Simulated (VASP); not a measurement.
Here is a VASP 6.6.1 calculation.

File POSCAR:

```
H7NF4
1.0
    3.8003387083      2.1941265762      3.9611995283
   -3.8003387083      2.1941265762      3.9611995283
    0.0000000000     -4.3882531525      3.9611995283
H N F
14 2 8
Direct
    0.5838130100      0.5838130100      0.5838130100
    0.0838130100      0.0838130100      0.0838130100
    0.4830975900      0.5913725100      0.3361371400
    0.3361371400      0.4830975900      0.5913725100
    0.5913725100      0.3361371400      0.4830975900
    0.9830975900      0.8361371400      0.0913725100
    0.0913725100      0.9830975900      0.8361371400
    0.8361371400      0.0913725100      0.9830975900
    0.7562035000      0.9352602000      0.5652230000
    0.5652230000      0.7562035000      0.9352602000
    0.0652230000      0.4352602000      0.2562035000
    0.4352602000      0.2562035000      0.0652230000
    0.2562035000      0.0652230000      0.4352602000
    0.9352602000      0.5652230000      0.7562035000
    0.4976906200      0.4976906200      0.4976906200
    0.9976906200      0.9976906200      0.9976906200
    0.7694571200      0.0691858900      0.4413420000
    0.4413420000      0.7694571200      0.0691858900
    0.0691858900      0.4413420000      0.7694571200
    0.2694571200      0.9413420000      0.5691858900
    0.5691858900      0.2694571200      0.9413420000
    0.9413420000      0.5691858900      0.2694571200
    0.7417184100      0.7417184100      0.7417184100
    0.2417184100      0.2417184100      0.2417184100
```

INCAR.step1

```
SYSTEM = H7NF4
PREC = Accurate ; ENCUT = 520
ISMEAR = -1 ; SIGMA = 0.02
LREAL = Auto ; LASPH = .True.
NELM = 100 ; NBANDS = 58
GGA = PE ; ALGO = Normal
EDIFF = 1E-4 ; LWAVE = .True.
LCHARG = .False.
```

File INCAR.step2:

```
SYSTEM = H7NF4
PREC = Accurate ; ENCUT = 520
EDIFF = 1E-8 ; ISMEAR = -1
SIGMA = 0.02 ; LREAL = Auto
LASPH = .True. ; NELM = 100
ALGO = Normal ; ISIF = 2
LWAVE = .False. ; LCHARG = .False.
METAGGA = R2SCAN ; LMIXTAU = .True.
LEFG = .True. ; NBANDS = 58
ISTART = 1
```

Contents of KPOINTS:

```
regular mesh
0
Gamma
  4 4 4
  0 0 0
```

Potentials or basis: VASP PAW PBE potentials, release 64 (H, N, F).

Command:

```bash
$ cat potpaw_PBE.64/H/POTCAR potpaw_PBE.64/N/POTCAR potpaw_PBE.64/F/POTCAR > POTCAR
$ cp INCAR.step1 INCAR
$ mpirun -np 1 vasp_std > vasp.out
$ cp INCAR.step2 INCAR
$ mpirun -np 1 vasp_std > vasp.out
```

Task: What does it give for the pressure?

Result: -0.1 GPa.

Task: Predict the band gap on the k mesh.

Result: 8.27 eV, direct.

Task: Predict the largest force.

Result: 0.021 eV/Å.

Stress tensor (GPa, compression positive):
```
 0.02  0.00  0.00
 0.00  0.02  0.00
 0.00  0.00 -0.20
```

Caveat: without QUAD_EFG the Cq values of the log hold for a quadrupole moment of 1 mb, not for the nuclei; the PAW data sets were made with another functional, which shifts forces and pressure a little. A k mesh can miss the band edges.
